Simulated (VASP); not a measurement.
# SrTiO3 (Pm-3m) in VASP: single point with HF

Aim: the single point of SrTiO3 with HF.

Everything below comes from runs of VASP 6.6.1. Logs are shortened: lines on timing, memory, paths and dates and some standing lists are left out, and cuts for length are marked.

## 1. The cell of the first run

Symmetry: Pm-3m, No. 221, cubic system. The conventional cell has a = 3.905 Å, b = 3.905 Å, c = 3.905 Å, α = 90.00°, β = 90.00°, γ = 90.00°. Within 3.6 Å of Sr (site symmetry m-3m) lie 12 O at 2.76 Å and 8 Ti at 3.38 Å. Ti (site symmetry m-3m) has 6 O at 1.95 Å within 2.6 Å. Within 2.6 Å of O (site symmetry 4/mmm) lie 2 Ti at 1.95 Å.

## 2. Single point, HF

File POSCAR:

```
SrTiO3
1.0
    3.9050012542      0.0000000000      0.0000000000
    0.0000000000      3.9050012542      0.0000000000
    0.0000000000      0.0000000000      3.9050012542
Sr Ti O
1 1 3
Direct
    0.0000000000      0.0000000000      0.0000000000
    0.5000000000      0.5000000000      0.5000000000
    0.0000000000      0.5000000000      0.5000000000
    0.5000000000      0.5000000000      0.0000000000
    0.5000000000      0.0000000000      0.5000000000
```

File INCAR.step1:

```
SYSTEM = SrTiO3
PREC = Accurate
ENCUT = 520
EDIFF = 1E-5
ISMEAR = 0
SIGMA = 0.05
LREAL = .False.
LASPH = .True.
NELM = 100
ALGO = Normal
ISIF = 2
LWAVE = .True.
LCHARG = .False.
GGA = PE
NBANDS = 28
```

File INCAR.step2:

```
SYSTEM = SrTiO3
PREC = Accurate
ENCUT = 520
EDIFF = 1E-6
ISMEAR = 0
SIGMA = 0.05
LREAL = .False.
LASPH = .True.
NELM = 100
ALGO = Normal
ISIF = 2
LWAVE = .False.
LCHARG = .False.
GGA = PE
LHFCALC = .True.
AEXX = 1.0
ALDAC = 0.0
AGGAC = 0.0
PRECFOCK = Fast
ISTART = 1
NBANDS = 28
```

File KPOINTS:

```
regular mesh
0
Gamma
  4 4 4
  0 0 0
```

Potentials or basis: VASP PAW PBE potentials, release 64 (Sr_sv, Ti_sv, O).

Launch:

```bash
cat potpaw_PBE.64/Sr_sv/POTCAR potpaw_PBE.64/Ti_sv/POTCAR potpaw_PBE.64/O/POTCAR > POTCAR
cp INCAR.step1 INCAR
mpirun -np 1 vasp_std > vasp.out
cp INCAR.step2 INCAR
mpirun -np 1 vasp_std > vasp.out
```

OUTCAR:

```text
SYSTEM = SrTiO3
   PREC = Accurate
   ENCUT = 520
   EDIFF = 1E-6
   ISMEAR = 0
   LREAL = .False.
   LASPH = .True.
   NELM = 100
   ISIF = 2
   GGA = PE
   LHFCALC = .True.
   AEXX = 1.0
   PRECFOCK = Fast
   ISTART = 1

 ion  position               nearest neighbor table
   1  0.000  0.000  0.000-   3 2.76   4 2.76   5 2.76   3 2.76   5 2.76   3 2.76   4 2.76   3 2.76
                             4 2.76   5 2.76   5 2.76   4 2.76   2 3.38   2 3.38   2 3.38   2 3.38
   2  0.500  0.500  0.500-   3 1.95   4 1.95   5 1.95   4 1.95   5 1.95   3 1.95   1 3.38   1 3.38
                             1 3.38   1 3.38   1 3.38   1 3.38   1 3.38   1 3.38
   3  0.000  0.500  0.500-   2 1.95   2 1.95   1 2.76   1 2.76   1 2.76   1 2.76
   4  0.500  0.500  0.000-   2 1.95   2 1.95   1 2.76   1 2.76   1 2.76   1 2.76
   5  0.500  0.000  0.500-   2 1.95   2 1.95   1 2.76   1 2.76   1 2.76   1 2.76

  LATTYP: Found a simple cubic cell.
 ALAT       =     3.9050012542

  Lattice vectors:

 A1 = (   3.9050012542,   0.0000000000,   0.0000000000)
 A2 = (   0.0000000000,   3.9050012542,   0.0000000000)
 A3 = (   0.0000000000,   0.0000000000,   3.9050012542)

Analysis of symmetry for initial positions (statically):
=====================================================================
 Subroutine PRICEL returns:
 Original cell was already a primitive cell.

 Routine SETGRP: Setting up the symmetry group for a
 simple cubic supercell.

 Subroutine GETGRP returns: Found 48 space group operations
 (whereof 48 operations were pure point group operations)
 out of a pool of 48 trial point group operations.

The static configuration has the point symmetry O_h .

Analysis of symmetry for dynamics (positions and initial velocities):
=====================================================================
 Subroutine PRICEL returns:
 Original cell was already a primitive cell.

 Routine SETGRP: Setting up the symmetry group for a
 simple cubic supercell.

 Subroutine GETGRP returns: Found 48 space group operations
 (whereof 48 operations were pure point group operations)
 out of a pool of 48 trial point group operations.

The dynamic configuration has the point symmetry O_h .

 Subroutine INISYM returns: Found 48 space group operations
 (whereof 48 operations are pure point group operations),
 and found     1 'primitive' translations

[... 92 lines left out ...]
   ISYM   =      3    0-nonsym 1-usesym 2-fastsym
   POTIM  = 0.5000    time-step for ionic-motion
   TEBEG  =    0.0;   TEEND  =   0.0 temperature during run
   PSTRESS=    0.0 pullay stress
   NELECT =      40.0000    total number of electrons
   NUPDOWN=      -1.0000    fix difference up-down
   EMIN   =  10.00;   EMAX   =-10.00  energy-range for DOS
   EFERMI =   0.00;   METHOD = LEGACY
   ISMEAR =     0;   SIGMA  =   0.05  broadening in eV -4-tet -1-fermi 0-gaus
   EFERMI_NEDOS =   21; number of points for ismear=-14 and -15
   IALGO  =     38    algorithm
   IMIX   =      1    mixing-type and parameters
     AMIX     =   0.40;   BMIX     =  1.00
     AMIX_MAG =   1.60;   BMIX_MAG =  1.00
  volume/ion in A,a.u.               =      11.91        80.37
  Fermi-wavevector in a.u.,A,eV,Ry     =   1.433751  2.709396 27.968696  2.055641
  Thomas-Fermi vector in A             =   2.553235
   LORBIT       =      0    0 simple, 1 ext, 2 COOP (PROOUT), +10 PAW based schemes
   GGA     = PE    functional components
   LHFCALC =     T    Hartree Fock is set to
   PRECFOCK=fast      Normal, Fast or Accurate (Low or Medium for compatibility)
   ENCUT4O =  -1.0   cutoff for four orbital integrals eV
   NKREDX  =     1    reduce k-point grid by
   NKREDY  =     1    reduce k-point grid by
   NKREDZ  =     1    reduce k-point grid by
   AEXX    =    1.0000 exact exchange contribution
   HFSCREEN=    0.0000 screening length (either q_TF or 0.3 A-1)
   HFSCREENC=   0.0000 screening length for correlation (either q_TF or 0.3 A-1)
   ENCUTFOCK=  -1.0 apply spherical cutoff to Coloumb kernel
   IVDW    =     0    specifies the selected vdW correction
   LEPSILON=     F    determine dielectric tensor
   LRPA    =     F    only Hartree local field effects (RPA)
 non-spin polarized calculation
 Gauss-broadening in eV      SIGMA  =   0.05
  energy-cutoff  :      520.00
  volume of cell :       59.55
 maximum number of plane-waves:      1628
 NGX is ok and might be reduce to    30
  NGX = 16; NGY = 16; NGZ = 16

 number of electron      40.0000005 magnetization

 Free energy of the ion-electron system (eV)
  ---------------------------------------------------
  ext. energy  EPLUGINS =         0.00000000
  ---------------------------------------------------
  free energy    TOTEN  =       -82.00597498 eV

  energy without entropy =      -82.00597498  energy(sigma->0) =      -82.00597498

 E-fermi :  -0.1992     XC(G=0):   0.0000

 val. band max:       -0.5743204571   @ k =   0.5000   0.5000   0.5000
 cond. band min:      11.6945075054   @ k =   0.0000   0.0000   0.0000
 fundamental gap:     12.2688279625
 Fermi energy:        -0.1992082192

 k-point     1 :       0.0000    0.0000    0.0000
  band No.  band energies     occupation
      1     -73.5038      2.00000
      2     -43.0018      2.00000
      3     -43.0018      2.00000
      4     -43.0018      2.00000
      5     -40.4295      2.00000
      6     -24.3991      2.00000
[... 299 lines left out ...]
     27      19.7128      0.00000
     28      19.7128      0.00000

------------------------ aborting loop because EDIFF is reached ----------------------------------------

  FORCE on cell =-STRESS in cart. coord.  units (eV):
  Direction    XX          YY          ZZ          XY          YZ          ZX
  --------------------------------------------------------------------------------------
  -------------------------------------------------------------------------------------
  Total        0.3879788      0.3879788      0.3879788      0.0000000      0.0000000     -0.0000000
  in kB       10.4389084     10.4389084     10.4389084      0.0000000      0.0000000     -0.0000000
  external PRESSURE =      10.4389084 kB  Pullay stress =       0.0000000 kB

 VOLUME and BASIS-vectors are now :
 -----------------------------------------------------------------------------
  energy-cutoff  :      520.00
  volume of cell :       59.55
      direct lattice vectors                 reciprocal lattice vectors
     3.905001254  0.000000000  0.000000000     0.256081864  0.000000000  0.000000000
     0.000000000  3.905001254  0.000000000     0.000000000  0.256081864  0.000000000
     0.000000000  0.000000000  3.905001254     0.000000000  0.000000000  0.256081864

 POSITION                                       TOTAL-FORCE (eV/Angst)
 -----------------------------------------------------------------------------------
      0.00000      0.00000      0.00000         0.000000      0.000000      0.000000
      1.95250      1.95250      1.95250         0.000000      0.000000      0.000000
      0.00000      1.95250      1.95250         0.000000      0.000000      0.000000
      1.95250      1.95250      0.00000         0.000000      0.000000      0.000000
      1.95250      0.00000      1.95250         0.000000      0.000000      0.000000
 -----------------------------------------------------------------------------------
    total drift:                               -0.000002     -0.000001     -0.000002

  FREE ENERGIE OF THE ION-ELECTRON SYSTEM (eV)
  ---------------------------------------------------
  free  energy   TOTEN  =       -82.0059749778 eV

  energy  without entropy=      -82.0059749778  energy(sigma->0) =      -82.00597498
```

OUTCAR.step1:

```text
SYSTEM = SrTiO3
   PREC = Accurate
   ENCUT = 520
   EDIFF = 1E-5
   ISMEAR = 0
   LREAL = .False.
[... 529 lines left out ...]
      0.00000      1.95250      1.95250         0.000000      0.000000      0.000000
      1.95250      1.95250      0.00000         0.000000      0.000000      0.000000
      1.95250      0.00000      1.95250         0.000000      0.000000      0.000000
 -----------------------------------------------------------------------------------
    total drift:                                0.000000      0.000000     -0.000000

  FREE ENERGIE OF THE ION-ELECTRON SYSTEM (eV)
  ---------------------------------------------------
  free  energy   TOTEN  =       -40.0583361786 eV

  energy  without entropy=      -40.0583361786  energy(sigma->0) =      -40.05833618
```

OSZICAR.step1:

```text
N       E                     dE             d eps       ncg     rms          rms(c)
DAV:   1     0.440888182837E+03    0.44089E+03   -0.21420E+04   560   0.160E+03
DAV:   2    -0.342832017106E+01   -0.44432E+03   -0.42698E+03   660   0.440E+02
DAV:   3    -0.480423682332E+02   -0.44614E+02   -0.44229E+02   764   0.138E+02
DAV:   4    -0.502960331292E+02   -0.22537E+01   -0.22486E+01   832   0.259E+01
DAV:   5    -0.503609402674E+02   -0.64907E-01   -0.64888E-01   784   0.363E+00    0.266E+01
DAV:   6    -0.400809558776E+02    0.10280E+02   -0.52081E+01   728   0.642E+01    0.147E+01
DAV:   7    -0.401255428100E+02   -0.44587E-01   -0.74196E+00   716   0.205E+01    0.109E+01
DAV:   8    -0.401334523537E+02   -0.79095E-02   -0.14061E+00   652   0.124E+01    0.289E+00
DAV:   9    -0.400684561758E+02    0.64996E-01   -0.32463E-01   700   0.546E+00    0.114E+00
DAV:  10    -0.400641411968E+02    0.43150E-02   -0.84251E-02   688   0.205E+00    0.691E-01
DAV:  11    -0.400583065517E+02    0.58346E-02   -0.23116E-02   852   0.144E+00    0.111E-01
DAV:  12    -0.400582847059E+02    0.21846E-04   -0.15580E-03   700   0.391E-01    0.647E-02
DAV:  13    -0.400583420935E+02   -0.57388E-04   -0.26612E-04   780   0.121E-01    0.473E-02
DAV:  14    -0.400583361786E+02    0.59149E-05   -0.34351E-05   556   0.396E-02
   1 F= -.40058336E+02 E0= -.40058336E+02  d E =-.986719E-21
```

It took 35 min on 1 thread of Intel Xeon 8259CL, shared host; peak memory 0.19 GiB.

Results:

```
Free energy            : -82.0060 eV
Pressure               : 1.0 GPa
Band gap on the k mesh : 12.27 eV (least direct gap 12.68 eV)
```

Caveat: the PAW data sets were made with another functional, which shifts forces and pressure a little. A k mesh can miss the band edges.
